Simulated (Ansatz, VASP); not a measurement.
# BePt in VASP and in Ansatz

```
Be Pt
1.0
     0.00000    2.33655    2.33655
     2.33655    0.00000    2.33655
     2.33655    2.33655    0.00000
Be Pt
1 1
Direct
  0.00000 0.00000 0.00000
  0.50000 0.50000 0.50000
```

Change from the starting cell: species swapped into the KBr type (Fm-3m, No. 225).

Alike in both runs: functional PBE; k mesh 6 × 6 × 6; occupations gaussian, width 0.1 eV; no spin polarisation.

Ansatz relaxed the structure, and its values are those at the end. VASP's run is a single point on that final structure, the one shown.

|  | VASP | Ansatz |
| --- | --- | --- |
| version | VASP 6.6.1 | Ansatz 0.2.0 |
| potentials or method | VASP PAW PBE potentials, release 64 (Be, Pt), cutoff 520 eV | scalar-relativistic, plane waves, PAW |
| valence electrons in the cell | 12 | 20 |

|  | VASP | Ansatz | Ansatz less VASP |
| --- | --- | --- | --- |
| gap on the k mesh at the Fermi level (eV) | none | none | - |
| pressure (GPa) | -0.1 | -0.1 | 0.00 |

A gap of «none» marks a metal or a gap that the smearing closes. With one functional, cell and mesh, what is left measures potentials, basis and numerics. VASP's potentials hold 12 valence electrons a cell and Ansatz's 20, so a difference there can come from the potentials and not from the codes.

The k mesh is coarse, so the values compare programs but aren't converged. Neither program's run includes spin-orbit coupling.
